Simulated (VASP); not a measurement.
Input of a VASP 6.6.1 run:

Contents of INCAR:

```
ALGO = Normal
EDIFF = 1E-6
ENCUT = 520
GGA = CA
ISIF = 2
ISMEAR = -1
LASPH = True
LCHARG = False
LREAL = False
LWAVE = False
NBANDS = 28
NELM = 80
PREC = Accurate
SIGMA = 0.05
```

Contents of KPOINTS:

```
k-points
0
Gamma
  7 7 7
```

POSCAR

```
BaTiO3
1.0
    4.0524349834      0.0000000000      0.0000000000
    0.0000000000      4.0524349834      0.0000000000
    0.0000000000      0.0000000000      4.0708744845
Ba Ti O
1 1 3
Direct
    0.0000000000      0.0000000000      0.0000000000
    0.5000000000      0.5000000000      0.4900000000
    0.0000000000      0.5000000000      0.5170000000
    0.5000000000      0.0000000000      0.5170000000
    0.5000000000      0.5000000000      0.0190000000
```

Potentials or basis: VASP PAW LDA potentials, release 64 (Ba_sv, Ti_sv, O).

Launch:

```sh
$ cat potpaw_LDA.64/Ba_sv/POTCAR potpaw_LDA.64/Ti_sv/POTCAR potpaw_LDA.64/O/POTCAR > POTCAR
$ mpirun -np 1 vasp_std > vasp.out
```

Question: What does it give for the band gap on the k mesh?

Answer: 1.70 eV, indirect (least direct gap 1.92 eV).

Question: What does it give for the largest force?

Answer: 0.595 eV/Å.

Question: Predict the pressure.

Answer: -12.3 GPa.

Forces in eV/Å, atoms in the order of the input:
```
Ba   0.000  0.000  0.003
Ti   0.000  0.000 -0.332
O    0.000  0.000 -0.133
O    0.000  0.000 -0.133
O    0.000  0.000  0.595
```

Caveat: spin-orbit coupling is left out, which moves the levels of the heavy elements. A k mesh can miss the band edges.
